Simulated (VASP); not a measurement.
# HfB (Fm-3m) in VASP: notebook

Runs on HfB. Level: r2SCAN. Tasks: relaxation of cell and atoms.

Program: VASP 6.6.1. These are calculated values, not measurements. Logs are shortened: lines on timing, memory, paths and dates and some standing lists are left out, and cuts for length are marked.

## 1. The cell of the first run

Symmetry: Fm-3m, No. 225, cubic system. Conventional cell: a = 4.620 Å, b = 4.620 Å, c = 4.620 Å, α = 90.00°, β = 90.00°, γ = 90.00°. Hf (site symmetry m-3m) has 6 B at 2.31 Å within 3.1 Å. Within 3.1 Å of B (site symmetry m-3m) lie 6 Hf at 2.31 Å.

## 2. Relaxation of cell and atoms, r2SCAN, target pressure 2 GPa, at which the enthalpy is minimised

POSCAR

```
HfB
1.0
    0.0000000000      2.3100000000      2.3100000000
    2.3100000000      0.0000000000      2.3100000000
    2.3100000000      2.3100000000      0.0000000000
Hf B
1 1
Direct
    0.5000000000      0.5000000000      0.5000000000
    0.0000000000      0.0000000000      0.0000000000
```

INCAR.step1

```
PREC = Accurate
ENCUT = 600
ISMEAR = -1
SIGMA = 0.05
LREAL = False
LASPH = True
NELM = 100
GGA = PE
ALGO = Normal
EDIFF = 1E-4
LWAVE = True
LCHARG = False
```

INCAR.step2

```
PREC = Accurate
ENCUT = 600
EDIFF = 1E-7
ISMEAR = -1
SIGMA = 0.05
LREAL = False
LASPH = True
NELM = 100
ALGO = Normal
ISIF = 3
LWAVE = False
LCHARG = False
METAGGA = R2SCAN
LMIXTAU = True
IBRION = 2
NSW = 60
EDIFFG = -0.01
PSTRESS = 20.0
ISTART = 1
```

KPOINTS

```
regular mesh
0
Gamma
  10 10 10
```

Potentials or basis: VASP PAW PBE potentials, release 64 (Hf_pv, B).

Command:

```sh
$ cat potpaw_PBE.64/Hf_pv/POTCAR potpaw_PBE.64/B/POTCAR > POTCAR
$ cp INCAR.step1 INCAR
$ mpirun -np 1 vasp_std > vasp.out
$ cp INCAR.step2 INCAR
$ mpirun -np 1 vasp_std > vasp.out
```

OUTCAR:

```text
PREC = Accurate
   ENCUT = 600
   EDIFF = 1E-7
   ISMEAR = -1
   LREAL = False
   LASPH = True
   NELM = 100
   ISIF = 3
   METAGGA = R2SCAN
   IBRION = 2
   NSW = 60
   EDIFFG = -0.01
   PSTRESS = 20.0
   ISTART = 1

 ion  position               nearest neighbor table
   1  0.500  0.500  0.500-   2 2.31   2 2.31   2 2.31   2 2.31   2 2.31   2 2.31
   2  0.000  0.000  0.000-   1 2.31   1 2.31   1 2.31   1 2.31   1 2.31   1 2.31

  LATTYP: Found a face centered cubic cell.
 ALAT       =     4.6200000000

  Lattice vectors:

 A1 = (   0.0000000000,   2.3100000000,   2.3100000000)
 A2 = (   2.3100000000,   0.0000000000,   2.3100000000)
 A3 = (   2.3100000000,   2.3100000000,   0.0000000000)

Analysis of symmetry for initial positions (statically):
=====================================================================
 Subroutine PRICEL returns:
 Original cell was already a primitive cell.

 Routine SETGRP: Setting up the symmetry group for a
 face centered cubic supercell.

 Subroutine GETGRP returns: Found 48 space group operations
 (whereof 48 operations were pure point group operations)
 out of a pool of 48 trial point group operations.

The static configuration has the point symmetry O_h .

Analysis of symmetry for dynamics (positions and initial velocities):
=====================================================================
 Subroutine PRICEL returns:
 Original cell was already a primitive cell.

 Routine SETGRP: Setting up the symmetry group for a
 face centered cubic supercell.

 Subroutine GETGRP returns: Found 48 space group operations
 (whereof 48 operations were pure point group operations)
 out of a pool of 48 trial point group operations.

The dynamic configuration has the point symmetry O_h .

 Subroutine INISYM returns: Found 48 space group operations
 (whereof 48 operations are pure point group operations),
 and found     1 'primitive' translations

----------------------------------------------------------------------------------------

                                     Primitive cell

  volume of cell :      24.6528

  direct lattice vectors                    reciprocal lattice vectors
     0.000000000  2.310000000  2.310000000    -0.216450216  0.216450216  0.216450216
     2.310000000  0.000000000  2.310000000     0.216450216 -0.216450216  0.216450216
     2.310000000  2.310000000  0.000000000     0.216450216  0.216450216 -0.216450216

  length of vectors
     3.266833329  3.266833329  3.266833329     0.374902772  0.374902772  0.374902772

  position of ions in fractional coordinates (direct lattice)
     0.500000000  0.500000000  0.500000000
     0.000000000  0.000000000  0.000000000

  ion indices of the primitive-cell ions
   primitive index   ion index
                 1           1
                 2           2

----------------------------------------------------------------------------------------

 KPOINTS: regular mesh

Automatic generation of k-mesh.
 Grid dimensions read from file:
 generate k-points for:   10   10   10

 Generating k-lattice:

  Cartesian coordinates                     Fractional coordinates (reciprocal lattice)
    -0.021645022  0.021645022  0.021645022     0.100000000  0.000000000  0.000000000
     0.021645022 -0.021645022  0.021645022     0.000000000  0.100000000  0.000000000
     0.021645022  0.021645022 -0.021645022     0.000000000  0.000000000  0.100000000

  Length of vectors
     0.037490277  0.037490277  0.037490277

  Shift w.r.t. Gamma in fractional coordinates (k-lattice)
     0.000000000  0.000000000  0.000000000

 Subroutine IBZKPT returns following result:
 ===========================================

 Found     47 irreducible k-points:

 Following reciprocal coordinates:
            Coordinates               Weight
  0.000000  0.000000  0.000000      1.000000
  0.100000  0.000000  0.000000      8.000000
  0.200000  0.000000  0.000000      8.000000
  0.300000  0.000000  0.000000      8.000000
  0.400000  0.000000  0.000000      8.000000
  0.500000  0.000000  0.000000      4.000000
[... 16 lines left out ...]
  0.300000  0.300000  0.000000      6.000000
  0.400000  0.300000  0.000000     24.000000
 [... further k-points ...]
   k-points           NKPTS =     47   k-points in BZ     NKDIM =     47   number of bands    NBANDS=     10
   number of dos      NEDOS =    301   number of ions     NIONS =      2
   total plane-waves  NPLWV =  21952
   dimension x,y,z NGX =    28 NGY =   28 NGZ =   28
   dimension x,y,z NGXF=    56 NGYF=   56 NGZF=   56
   ions per type =               1   1
   NGX,Y,Z   is equivalent  to a cutoff of  14.25, 14.25, 14.25 a.u.
   NGXF,Y,Z  is equivalent  to a cutoff of  28.50, 28.50, 28.50 a.u.
 SYSTEM =  unknown system
   PREC   = accura    normal or accurate (medium, high low for compatibility)
   ISTART =      1    job   : 0-new  1-cont  2-samecut
   ICHARG =      0    charge: 1-file 2-atom 10-const
   ISPIN  =      1    spin polarized calculation?
[... 49 lines left out ...]
  ---------------------------------------------------
  ext. energy  EPLUGINS =         0.00000000
  ---------------------------------------------------
  free energy    TOTEN  =       -53.15472320 eV

  energy without entropy =      -53.14279946  energy(sigma->0) =      -53.14876133

------------------------ aborting loop because EDIFF is reached ----------------------------------------

  FORCE on cell =-STRESS in cart. coord.  units (eV):
  Direction    XX          YY          ZZ          XY          YZ          ZX
  --------------------------------------------------------------------------------------
  -------------------------------------------------------------------------------------
  Total        4.5493557      4.5493557      4.5493557      0.0000000      0.0000000     -0.0000000
  in kB      295.6613397    295.6613397    295.6613397      0.0000000      0.0000000     -0.0000000
  external PRESSURE =     275.6613397 kB  Pullay stress =      20.0000000 kB

 VOLUME and BASIS-vectors are now :
 -----------------------------------------------------------------------------
  energy-cutoff  :      600.00
  volume of cell :       24.65
      direct lattice vectors                 reciprocal lattice vectors
     0.000000000  2.310000000  2.310000000    -0.216450216  0.216450216  0.216450216
     2.310000000  0.000000000  2.310000000     0.216450216 -0.216450216  0.216450216
     2.310000000  2.310000000  0.000000000     0.216450216  0.216450216 -0.216450216
[... 84 lines left out ...]
  FREE ENERGIE OF THE ION-ELECTRON SYSTEM (eV)
  ---------------------------------------------------
  free  energy   TOTEN  =       -53.4403287652 eV

  energy  without entropy=      -53.4279276620  energy(sigma->0) =      -53.43412821

  enthalpy is  TOTEN    =       -53.0917865506 eV   P V=        0.3485422145

--------------------------------------- Ionic step        4  -------------------------------------------

 number of electron      13.0000000 magnetization

 Free energy of the ion-electron system (eV)
  ---------------------------------------------------
  ext. energy  EPLUGINS =         0.00000000
  ---------------------------------------------------
  free energy    TOTEN  =       -53.43913330 eV

  energy without entropy =      -53.42664320  energy(sigma->0) =      -53.43288825

 E-fermi :   4.2853     XC(G=0): -12.5877

 val. band max:        4.2817134563   @ k =   0.3000   0.2000   0.0000
 cond. band min:       4.3415665055   @ k =  -0.2000   0.1000   0.0000
 fundamental gap:      0.0598530492
 Fermi energy:         4.2852600605

 k-point     1 :       0.0000    0.0000    0.0000
  band No.  band energies     occupation
      1     -25.7555      2.00000
      2     -25.7555      2.00000
      3     -25.7555      2.00000
      4      -5.4663      2.00000
      5       6.6344      0.00000
      6       6.6344      0.00000
      7       6.6344      0.00000
      8       8.1193      0.00000
      9       8.1193      0.00000
     10       8.2208      0.00000

 k-point     2 :       0.1000    0.0000    0.0000
  band No.  band energies     occupation
      1     -25.8040      2.00000
      2     -25.7606      2.00000
      3     -25.7606      2.00000
      4      -5.2088      2.00000
      5       5.6827      0.00000
      6       6.1554      0.00000
      7       6.1554      0.00000
      8       7.2046      0.00000
      9       7.2046      0.00000
     10       8.5696      0.00000
[... 274 lines left out ...]
 k-point    24 :       0.4000    0.3000    0.0000
  band No.  band energies     occupation
      1     -26.1129      2.00000
      2     -25.9012      2.00000
      3     -25.8865      2.00000
      4      -2.6708      2.00000
      5       2.0066      2.00000
      6       3.7400      1.99996
      7       5.4962      0.00000
      8       6.3164      0.00000
      9      10.1092      0.00000
     10      11.7255      0.00000

 [... further k-points ...]

------------------------ aborting loop because EDIFF is reached ----------------------------------------

  FORCE on cell =-STRESS in cart. coord.  units (eV):
  Direction    XX          YY          ZZ          XY          YZ          ZX
  --------------------------------------------------------------------------------------
  -------------------------------------------------------------------------------------
  Total        0.3276014      0.3276014      0.3276014      0.0000000      0.0000000     -0.0000000
  in kB       18.8834727     18.8834727     18.8834727      0.0000000      0.0000000     -0.0000000
  external PRESSURE =      -1.1165273 kB  Pullay stress =      20.0000000 kB

 VOLUME and BASIS-vectors are now :
 -----------------------------------------------------------------------------
  energy-cutoff  :      600.00
  volume of cell :       27.80
      direct lattice vectors                 reciprocal lattice vectors
     0.000000000  2.404260417  2.404260417    -0.207964161  0.207964161  0.207964161
     2.404260417  0.000000000  2.404260417     0.207964161 -0.207964161  0.207964161
     2.404260417  2.404260417 -0.000000000     0.207964161  0.207964161 -0.207964161

 POSITION                                       TOTAL-FORCE (eV/Angst)
 -----------------------------------------------------------------------------------
      2.40426      2.40426      2.40426         0.000000     -0.000000      0.000000
      0.00000      0.00000      0.00000        -0.000000      0.000000     -0.000000
 -----------------------------------------------------------------------------------
    total drift:                                0.000000      0.000000      0.000000

  FREE ENERGIE OF THE ION-ELECTRON SYSTEM (eV)
  ---------------------------------------------------
  free  energy   TOTEN  =       -53.4391332987 eV

  energy  without entropy=      -53.4266432037  energy(sigma->0) =      -53.43288825

  enthalpy is  TOTEN    =       -53.0921616991 eV   P V=        0.3469715996

 reached required accuracy - stopping structural energy minimisation
```

Run time: 7.2 min. Hardware: 1 thread of AMD EPYC 7R43 (Zen 3), shared host; peak memory 0.15 GiB.

What came out:

| Item | Value |
| --- | --- |
| Free energy | -53.4391 eV |
| Relaxed volume | 13.90 Å³/atom |
| Relaxed cell | a = 3.400 Å, b = 3.400 Å, c = 3.400 Å, α = 60.00°, β = 60.00°, γ = 60.00° |
| Space group after relaxing (to 0.1 Å) | Fm-3m (No. 225) |
| Energy change on relaxing (the run minimises the enthalpy) | -142.2 meV/atom |
| Ionic steps | 4 |
| Pressure after relaxing | 1.9 GPa |
| Band gap on the k mesh | zero (an odd number of electrons rules out a gap without spin polarisation) |

The path:
```tsv
step	energy change (eV)	largest force (eV/Å)	pressure (GPa)	volume (Å³)
1	0.0000	0.0000	29.57	24.65
2	0.0838	0.0000	-21.13	33.02
3	-0.2856	0.0000	1.06	27.92
4	-0.2844	0.0000	1.89	27.80
```

Final structure:
```xyz
2
Lattice="0.0000 2.4043 2.4043 2.4043 0.0000 2.4043 2.4043 2.4043 0.0000" Properties=species:S:1:pos:R:3 pbc="T T T"
Hf    2.4043    2.4043    2.4043
B     0.0000    0.0000    0.0000
```

Levels at points of the mesh, in eV from the Fermi level:
```
           k point  band 4  band 5  band 6  band 7  band 8  band 9  band 10
(0.00, 0.00, 0.00)   -9.75    2.35    2.35    2.35    3.83    3.83     3.94
(0.50, 0.00, 0.00)   -4.93   -4.83   -1.21   -1.21    6.16    6.16     7.10
(0.50, 0.50, 0.00)   -6.89   -1.42   -0.72    2.05    2.05    5.68     7.34
```

Caveat: the cell is relaxed towards a set pressure, so the run minimises the enthalpy, not the energy; the PAW data sets were made with another functional, which shifts forces and pressure a little; spin-orbit coupling is left out, which moves the levels of the heavy elements. Zero-point motion and thermal expansion aren't in these numbers.

## 3. Relaxation of cell and atoms, r2SCAN, target pressure 5 GPa, at which the enthalpy is minimised

POSCAR is that of step 2.

INCAR.step1

```
SYSTEM = HfB
PREC = Accurate ; ENCUT = 600
ISMEAR = -1 ; SIGMA = 0.05
LREAL = .FALSE. ; LASPH = .TRUE.
NELM = 60 ; GGA = PE
ALGO = Normal ; EDIFF = 1E-4
LWAVE = .TRUE. ; LCHARG = .FALSE.
```

INCAR.step2

```
SYSTEM = HfB
PREC = Accurate ; ENCUT = 600
EDIFF = 1E-6 ; ISMEAR = -1
SIGMA = 0.05 ; LREAL = .FALSE.
LASPH = .TRUE. ; NELM = 60
ALGO = Normal ; ISIF = 3
LWAVE = .FALSE. ; LCHARG = .FALSE.
METAGGA = R2SCAN ; LMIXTAU = .TRUE.
IBRION = 2 ; NSW = 60
EDIFFG = -0.01 ; PSTRESS = 50.0
ISTART = 1
```

KPOINTS

```
regular mesh
0
G
  10 10 10
  0 0 0
```

Potentials or basis: VASP PAW PBE potentials, release 64 (Hf_pv, B).

Command:

```sh
$ cat potpaw_PBE.64/Hf_pv/POTCAR potpaw_PBE.64/B/POTCAR > POTCAR
$ cp INCAR.step1 INCAR
$ mpirun -np 1 vasp_std > vasp.out
$ cp INCAR.step2 INCAR
$ mpirun -np 1 vasp_std > vasp.out
```

It took 7.3 min on 1 thread of AMD EPYC 7R43 (Zen 3), shared host; peak memory 0.15 GiB.

Results (log left out):

| Item | Value |
| --- | --- |
| Free energy | -53.4297 eV |
| Relaxed volume | 13.68 Å³/atom |
| Relaxed cell | a = 3.382 Å, b = 3.382 Å, c = 3.382 Å, α = 60.00°, β = 60.00°, γ = 60.00° |
| Space group after relaxing (to 0.1 Å) | Fm-3m (No. 225) |
| Energy change on relaxing (the run minimises the enthalpy) | -137.5 meV/atom |
| Ionic steps | 4 |
| Pressure after relaxing | 4.9 GPa |
| Band gap on the k mesh | zero (an odd number of electrons rules out a gap without spin polarisation) |

The path:
```
step  energy change (eV)  largest force (eV/Å)  pressure (GPa)  volume (Å³)
   1              0.0000                0.0000           29.57        24.65
   2             -0.0379                0.0000          -18.19        32.03
   3             -0.2781                0.0000            4.14        27.46
   4             -0.2750                0.0000            4.92        27.36
```

Final structure:
```cif
data_structure
_symmetry_space_group_name_H-M 'P 1'
_symmetry_Int_Tables_number 1
_cell_length_a 3.3821
_cell_length_b 3.3821
_cell_length_c 3.3821
_cell_angle_alpha 60.000
_cell_angle_beta 60.000
_cell_angle_gamma 60.000
_cell_volume 27.36
loop_
_atom_site_label
_atom_site_type_symbol
_atom_site_fract_x
_atom_site_fract_y
_atom_site_fract_z
_atom_site_occupancy
Hf1 Hf 0.50000 0.50000 0.50000 1
B1 B 0.00000 0.00000 0.00000 1
```

Levels at points of the mesh, in eV from the Fermi level:
| k point | band 4 | band 5 | band 6 | band 7 | band 8 | band 9 | band 10 |
| --- | --- | --- | --- | --- | --- | --- | --- |
| (0.00, 0.00, 0.00) | -9.81 | 2.37 | 2.37 | 2.37 | 3.88 | 3.88 | 3.88 |
| (0.50, 0.00, 0.00) | -4.89 | -4.88 | -1.24 | -1.24 | 6.26 | 6.26 | 7.23 |
| (0.50, 0.50, 0.00) | -6.94 | -1.39 | -0.76 | 2.10 | 2.10 | 5.78 | 7.48 |

Caveat: the cell is relaxed towards a set pressure, so the run minimises the enthalpy, not the energy; the PAW data sets were made with another functional, which shifts forces and pressure a little; spin-orbit coupling is left out, which moves the levels of the heavy elements.

## 4. Relaxation of cell and atoms, r2SCAN, target pressure 10 GPa, at which the enthalpy is minimised

POSCAR is that of step 3.

INCAR.step1

```
SYSTEM = HfB
ALGO = Normal ; EDIFF = 1E-4
ENCUT = 600 ; GGA = PE
ISMEAR = -1 ; LASPH = .TRUE.
LCHARG = .FALSE. ; LREAL = .FALSE.
LWAVE = .TRUE. ; NELM = 60
PREC = Accurate ; SIGMA = 0.05
```

INCAR.step2

```
SYSTEM = HfB
ALGO = Normal ; EDIFF = 1E-6
EDIFFG = -0.01 ; ENCUT = 600
IBRION = 2 ; ISIF = 3
ISMEAR = -1 ; ISTART = 1
LASPH = .TRUE. ; LCHARG = .FALSE.
LMIXTAU = .TRUE. ; LREAL = .FALSE.
LWAVE = .FALSE. ; METAGGA = R2SCAN
NELM = 60 ; NSW = 60
PREC = Accurate ; PSTRESS = 100.0
SIGMA = 0.05
```

KPOINTS

```
k-points
0
G
  10 10 10
  0 0 0
```

Command:

```sh
$ cat potpaw_PBE.64/Hf_pv/POTCAR potpaw_PBE.64/B/POTCAR > POTCAR
$ cp INCAR.step1 INCAR
$ mpirun -np 1 vasp_std > vasp.out
$ cp INCAR.step2 INCAR
$ mpirun -np 1 vasp_std > vasp.out
```

It took 8.1 min on 1 thread of AMD EPYC 7R43 (Zen 3), shared host; peak memory 0.14 GiB.

Results (log left out):

```
Free energy                                                : -53.3988 eV
Relaxed volume                                             : 13.35 Å³/atom
Relaxed cell                                               : a = 3.354 Å, b = 3.354 Å, c = 3.354 Å, α = 60.00°, β = 60.00°, γ = 60.00°
Space group after relaxing (to 0.1 Å)                      : Fm-3m (No. 225)
Energy change on relaxing (the run minimises the enthalpy) : -122.1 meV/atom
Ionic steps                                                : 4
Pressure after relaxing                                    : 9.9 GPa
Band gap on the k mesh                                     : zero (an odd number of electrons rules out a gap without spin polarisation)
```

The path:
```tsv
step	energy change (eV)	largest force (eV/Å)	pressure (GPa)	volume (Å³)
1	0.0000	0.0000	29.57	24.65
2	-0.1917	0.0000	-12.21	30.42
3	-0.2488	0.0000	9.33	26.77
4	-0.2441	0.0000	9.93	26.69
```

Final structure:
```
Hf B
1.0
     0.00000    2.37198    2.37198
     2.37198    0.00000    2.37198
     2.37198    2.37198    0.00000
Hf B
1 1
Direct
  0.50000 0.50000 0.50000
  0.00000 0.00000 0.00000
```

Levels at points of the mesh, in eV from the Fermi level:
```csv
k point,band 3,band 4,band 5,band 6,band 7,band 8,band 9,band 10
"(0.00, 0.00, 0.00)",-29.81,-9.89,2.40,2.40,2.40,3.95,3.95,3.95
"(0.50, 0.00, 0.00)",-29.87,-4.96,-4.82,-1.28,-1.28,6.43,6.43,7.44
"(0.50, 0.50, 0.00)",-30.01,-7.00,-1.33,-0.81,2.18,2.18,5.94,7.69
```

Caveat: the cell is relaxed towards a set pressure, so the run minimises the enthalpy, not the energy; the PAW data sets were made with another functional, which shifts forces and pressure a little; spin-orbit coupling is left out, which moves the levels of the heavy elements. Zero-point motion and thermal expansion aren't in these numbers.

## 5. Overview

```tsv
cell	gap on the mesh (eV)	pressure (GPa)
relaxed to 2 GPa	none	1.9
relaxed to 5 GPa	none	4.9
relaxed to 10 GPa	none	9.9
```

Alike in all rows: task relaxation of cell and atoms; level r2SCAN; potentials or basis VASP PAW PBE potentials, release 64 (Hf_pv, B); no spin polarisation; k mesh 10 × 10 × 10; cutoff (eV) 600; smearing fermi-dirac 0.05 eV.

Caveats: the cell is relaxed towards a set pressure, so the run minimises the enthalpy, not the energy; the PAW data sets were made with another functional, which shifts forces and pressure a little; spin-orbit coupling is left out, which moves the levels of the heavy elements.

Absolute energies hang on the potentials; compare differences alone.
